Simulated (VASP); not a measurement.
Input of a VASP 6.6.1 run:

Contents of INCAR:

```
SYSTEM = W
PREC = Accurate
ENCUT = 520
EDIFF = 1E-6
ISMEAR = 0
SIGMA = 0.1
LREAL = .FALSE.
LASPH = .TRUE.
NELM = 80
ALGO = Normal
ISIF = 2
LWAVE = .FALSE.
LCHARG = .TRUE.
LELF = .TRUE.
LVHAR = .TRUE.
NBANDS = 13
```

File KPOINTS:

```
Automatic mesh
0
G
  18 18 18
  0 0 0
```

POSCAR

```
W
1.0
   -1.5253750488      1.5253750488      1.5253750488
    1.5253750488     -1.5253750488      1.5253750488
    1.5253750488      1.5253750488     -1.5253750488
W
1
Direct
    0.0000000000      0.0000000000      0.0000000000
```

Potentials or basis: VASP PAW LDA potentials, release 64 (W_sv).

Run with:

```bash
$ cat potpaw_LDA.64/W_sv/POTCAR > POTCAR
$ mpirun -np 1 vasp_std > vasp.out
```

(1) Estimate the band gap on the k mesh.

(2) What does it give for the pressure?

Results:

(1) zero (band 7 reaches 19.00 eV, above the bottom of band 8 at 11.54 eV).

(2) 35.4 GPa.

Caveat: spin-orbit coupling is left out, which moves the levels of the heavy elements.
